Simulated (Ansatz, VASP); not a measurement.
**Two plane-wave programs on CsCdCl3**

```
Cs Cd Cl
1.0
     5.20000    0.00000    0.00000
     0.00000    5.20000    0.00000
     0.00000    0.00000    5.12200
Cs Cd Cl
1 1 3
Direct
  0.00000 0.00000 0.00000
  0.50000 0.50000 0.50000
  0.00000 0.50000 0.50000
  0.50000 0.00000 0.50000
  0.50000 0.50000 0.00000
```

Change from the starting cell: strain +0.000 along x and y, -0.015 along z, atoms carried along.

Alike in both runs: task single point; functional LDA; k mesh 6 × 6 × 6; occupations gaussian, width 0.05 eV; no spin polarisation.

|  | VASP | Ansatz |
| --- | --- | --- |
| version | VASP 6.6.1 | Ansatz 0.2.0 |
| potentials or method | VASP PAW LDA potentials, release 64 (Cs_sv, Cd, Cl), cutoff 520 eV | scalar-relativistic, plane waves, PAW |
| valence electrons in the cell | 42 | 50 |

```tsv
	VASP	Ansatz	Ansatz less VASP
gap on the k mesh at the Fermi level (eV)	1.53	1.51	-0.028
least direct gap on the mesh (eV)	2.19	2.16	-0.022
pressure (GPa)	-1.1	-1.4	-0.24
traceless stress, the component that is largest in VASP (GPa)	0.47	0.45	-0.024
```

LDA's correlation is that of Perdew and Zunger in VASP and of Perdew and Wang (1992) in Ansatz. VASP's potentials hold 42 valence electrons a cell and Ansatz's 50, so a difference there can come from the potentials and not from the codes.

Spin-orbit coupling is off throughout.
